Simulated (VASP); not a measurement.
Set up this calculation in VASP 6.6.1, as the native input.

```
Task                   : electric field gradients
Functional             : PBE
Potentials or basis    : VASP PAW PBE potentials, release 64 (Yb)
Cutoff                 : 520 eV
k mesh                 : 12 × 12 × 12
Occupations            : fermi-dirac, width 0.05 eV
Spin                   : no spin polarisation
Dipole correction      : no
Further INCAR settings : ALGO = Normal; EDIFF = 1e-08; NBANDS = 18
```

The structure of Yb lies in POSCAR:

```
Yb
1.0
    0.0000000000      2.7431000000      2.7431000000
    2.7431000000      0.0000000000      2.7431000000
    2.7431000000      2.7431000000      0.0000000000
Yb
1
Direct
    0.0000000000      0.0000000000      0.0000000000
```

One way to write it, as run:

INCAR

```
ALGO     = Normal         # electronic algorithm
EDIFF    = 1E-8           # SCF threshold, eV
ENCUT    = 520            # plane-wave cutoff, eV
GGA      = PE             # functional
ISIF     = 2              # what is computed and relaxed
ISMEAR   = -1             # smearing method
LASPH    = T              # aspherical terms in the spheres
LCHARG   = F              # write CHGCAR
LEFG     = T            
LREAL    = F              # projectors in reciprocal space
LWAVE    = F              # write WAVECAR
NBANDS   = 18             # bands
NELM     = 100            # most SCF steps
PREC     = Accurate       # precision mode
SIGMA    = 0.05           # smearing width, eV
```

KPOINTS

```
k-points
0
Gamma
  12 12 12
```

Potentials or basis: VASP PAW PBE potentials, release 64 (Yb).

Command:

```console
$ cat potpaw_PBE.64/Yb/POTCAR > POTCAR
$ mpirun -np 1 vasp_std > vasp.out
```

Results of the run:

| Item | Value |
| --- | --- |
| Pressure | -2.4 GPa |
| Band gap on the k mesh | zero (bands 12 and 13 overlap by 0.07 eV) |
| Largest electric field gradient by atom | under 0.05 V/Å² on every atom |

Caveat: spin-orbit coupling is left out, which moves the levels of the heavy elements.

Run time: 4 min on 1 thread of Intel Xeon 8259CL (shared host), peak memory 0.22 GiB.
